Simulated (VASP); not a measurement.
Mg2Sn, 3 atoms in the cell. It takes space group Fm-3m (No. 225, cubic). Conventional cell: a = 6.815 Å, b = 6.815 Å, c = 6.815 Å, α = 90.00°, β = 90.00°, γ = 90.00°. Sn (site symmetry m-3m) has 8 Mg at 2.95 Å within 3.9 Å. Within 3.9 Å of Mg (site symmetry -43m) lie 4 Sn at 2.95 Å and 6 Mg at 3.41 Å. 

| Item | Value |
| --- | --- |
| Program | VASP 6.6.1 |
| Task | relaxation of cell and atoms |
| Functional | PBEsol |
| Potentials or basis | VASP PAW PBE potentials, release 64 (Sn_d, Mg) |
| Cutoff | 600 eV |
| k mesh | 6 × 6 × 6 |
| Occupations | fermi-dirac, width 0.02 eV |
| Spin | no spin polarisation |
| Dipole correction | no |
| Further INCAR settings | ALGO = Normal; EDIFF = 1e-07; IBRION = 2; EDIFFG = -0.005; NSW = 80; ISIF = 3 |

Potentials or basis: VASP PAW PBE potentials, release 64 (Sn_d, Mg).

The run is started by

```bash
$ cat potpaw_PBE.64/Sn_d/POTCAR potpaw_PBE.64/Mg/POTCAR > POTCAR
$ mpirun -np 1 vasp_std > vasp.out
```

Hardware: 1 thread of Intel(R) Xeon(R) 6975P-C (Granite Rapids), on a shared host.

Question: Estimate the wall time of this run.

Answer: Wall time 27 s on 1 thread of Intel(R) Xeon(R) 6975P-C (Granite Rapids) (shared host), peak memory 0.25 GiB. Counts: scf iterations 23, k points 16, ion steps 2.
